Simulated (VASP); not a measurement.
**Ti2CdOs2: single point with PBE**

The system is Ti2CdOs2.

```
CELL_PARAMETERS angstrom
4.18224 0.00000 0.00000
0.00000 4.18224 0.00000
0.00000 0.00000 5.37610
ATOMIC_POSITIONS crystal
Ti 0.00000 0.50000 0.50000
Ti 0.50000 0.00000 0.50000
Cd 0.00000 0.00000 0.00000
Os 0.50000 0.50000 0.22689
Os 0.50000 0.50000 0.77311
```

```yaml
Program: VASP 6.6.1
Task: single point
Functional: PBE
Potentials_or_basis: VASP PAW PBE potentials, release 64 (Ti_sv, Cd, Os)
Cutoff: 520 eV
k_mesh: 4 × 4 × 4
Occupations: gaussian, width 0.1 eV
Spin: collinear spin, ferromagnetic start
Starting_moments: "[1.0, 1.0, 0.0, 1.0, 1.0] μB"
```

```
Pressure                                              : 0.1 GPa
Largest force                                         : 0.017 eV/Å
Band gap on the k mesh                                : zero (filled and empty bands overlap)
Net moment                                            : 0.00 μB per cell
Valence electrons inside the program's atomic spheres : Ti 10.33; Cd 10.22; Os 7.37
```

Forces in eV/Å, atoms in the order of the input:
```
Ti   0.000  0.000  0.000
Ti   0.000  0.000  0.000
Cd   0.000  0.000  0.000
Os   0.000  0.000 -0.017
Os   0.000  0.000  0.017
```

Levels at points of the mesh, in eV from the Fermi level:
Spin up:
```
           k point  band 22  band 23  band 24  band 25  band 26  band 27  band 28  band 29  band 30  band 31
(0.00, 0.00, 0.00)    -1.40    -1.40    -1.06    -0.51    -0.47     1.52     1.55     1.55     2.16     2.16
(0.50, 0.00, 0.00)    -1.15    -1.15    -1.15    -0.86     0.17     0.42     1.06     1.20     1.83     1.83
(0.50, 0.50, 0.00)    -1.75    -0.93    -0.79     0.62     0.62     0.84     0.84     2.01     2.17     2.17
(0.00, 0.00, 0.50)    -1.79    -1.09    -0.87    -0.87    -0.86    -0.06    -0.06     1.86     2.08     2.08
(0.50, 0.00, 0.50)    -2.12    -1.85    -1.67    -1.51    -1.35    -0.44     0.71     1.49     1.92     2.21
(0.50, 0.50, 0.50)    -2.07    -1.95    -0.28    -0.22     0.60     0.60     0.80     0.80     0.92     0.92
```
Spin down:
| k point | band 22 | band 23 | band 24 | band 25 | band 26 | band 27 | band 28 | band 29 | band 30 | band 31 |
| --- | --- | --- | --- | --- | --- | --- | --- | --- | --- | --- |
| (0.00, 0.00, 0.00) | -1.40 | -1.40 | -1.06 | -0.51 | -0.47 | 1.52 | 1.55 | 1.55 | 2.16 | 2.16 |
| (0.50, 0.00, 0.00) | -1.15 | -1.15 | -1.15 | -0.86 | 0.17 | 0.42 | 1.06 | 1.20 | 1.83 | 1.83 |
| (0.50, 0.50, 0.00) | -1.75 | -0.93 | -0.79 | 0.62 | 0.62 | 0.84 | 0.84 | 2.01 | 2.17 | 2.17 |
| (0.00, 0.00, 0.50) | -1.79 | -1.09 | -0.87 | -0.87 | -0.86 | -0.06 | -0.06 | 1.86 | 2.08 | 2.08 |
| (0.50, 0.00, 0.50) | -2.12 | -1.85 | -1.67 | -1.51 | -1.35 | -0.44 | 0.71 | 1.49 | 1.92 | 2.21 |
| (0.50, 0.50, 0.50) | -2.07 | -1.95 | -0.28 | -0.22 | 0.60 | 0.60 | 0.80 | 0.80 | 0.92 | 0.92 |

It took 2.1 min on 1 thread of Oxide Virtual Turin-like Processor, on a shared host, peak memory 0.25 GiB.

Caveat: the k points lie up to 0.38 Å⁻¹ apart; spin-orbit coupling is left out, which moves the levels of the heavy elements.
